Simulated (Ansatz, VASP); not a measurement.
InO: VASP beside Ansatz

```
In O
1.0
     3.45361    0.00000    0.00000
    -1.72681    2.99092    0.00000
     0.00000    0.00000   15.87710
In O
2 2
Cartesian
  1.7268 0.9970 9.3678
  1.7268 0.9970 6.5093
  0.0000 0.0000 10.1592
  0.0000 0.0000 5.7179
```

Alike in both runs: task single point; functional PBE; k mesh 6 × 6 × 1; occupations methfessel-paxton of order 1, width 0.01 eV; no spin polarisation.

|  | VASP | Ansatz |
| --- | --- | --- |
| version | VASP 6.6.1 | Ansatz 0.2.0 |
| potentials or method | VASP PAW PBE potentials, release 64 (In_d, O) | plane waves, PAW |
| plane-wave cutoff (eV) | 520 | 420 |
| valence electrons in the cell | 38 | 38 |

Ansatz gave:

| Quantity | Value |
| --- | --- |
| gap on the k mesh at the Fermi level (eV) | 0.37 |
| rms of the force components (eV/Å) | 0.025 |

**Question.** Which values does VASP return?

**Answer.** gap on the k mesh at the Fermi level (eV): 0.36; rms of the force components (eV/Å): 0.005.

Atom by atom the forces differ by 0.019 eV/Å (rms over components).
